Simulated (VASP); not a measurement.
Here is a VASP 6.6.1 calculation.

The input INCAR:

```
ALGO     = Normal         # electronic algorithm
EDIFF    = 1E-6           # SCF threshold, eV
EDIFFG   = -0.002         # ionic threshold
ENCUT    = 600            # plane-wave cutoff, eV
GGA      = CA             # functional
IBRION   = 2              # ionic algorithm
ISIF     = 3              # what is computed and relaxed
ISMEAR   = 0              # smearing method
LASPH    = True           # aspherical terms in the spheres
LCHARG   = False          # write CHGCAR
LREAL    = False          # projectors in reciprocal space
LWAVE    = False          # write WAVECAR
NELM     = 60             # most SCF steps
NSW      = 80             # ionic steps
PREC     = Accurate       # precision mode
SIGMA    = 0.01           # smearing width, eV
```

File KPOINTS:

```
k-points
0
Gamma
  12 12 4
```

Contents of POSCAR:

```
BN
1.0
    2.5040000000      0.0000000000      0.0000000000
   -1.2520000000      2.1685276111      0.0000000000
    0.0000000000      0.0000000000      6.6610000000
B N
2 2
Direct
    0.3333333333      0.6666666667      0.2500000000
    0.6666666667      0.3333333333      0.7500000000
    0.6666666667      0.3333333333      0.2500000000
    0.3333333333      0.6666666667      0.7500000000
```

Potentials or basis: VASP PAW LDA potentials, release 64 (B, N).

Command:

```console
$ cat potpaw_LDA.64/B/POTCAR potpaw_LDA.64/N/POTCAR > POTCAR
$ mpirun -np 1 vasp_std > vasp.out
```

Q: What does it give for the relaxed volume?

A: 8.63 Å³/atom.

Q: Estimate the band gap on the k mesh.

A: 4.03 eV, indirect (least direct gap 4.43 eV).

Final structure:
```cif
data_structure
_symmetry_space_group_name_H-M 'P 1'
_symmetry_Int_Tables_number 1
_cell_length_a 2.4902
_cell_length_b 2.4902
_cell_length_c 6.4300
_cell_angle_alpha 90.000
_cell_angle_beta 90.000
_cell_angle_gamma 120.000
_cell_volume 34.53
loop_
_atom_site_label
_atom_site_type_symbol
_atom_site_fract_x
_atom_site_fract_y
_atom_site_fract_z
_atom_site_occupancy
B1 B 0.33333 0.66667 0.25000 1
B2 B 0.66667 0.33333 0.75000 1
N1 N 0.66667 0.33333 0.25000 1
N2 N 0.33333 0.66667 0.75000 1
```

A k mesh can miss the band edges. A hybrid or GW would open this gap; LDA tends to underestimate it.
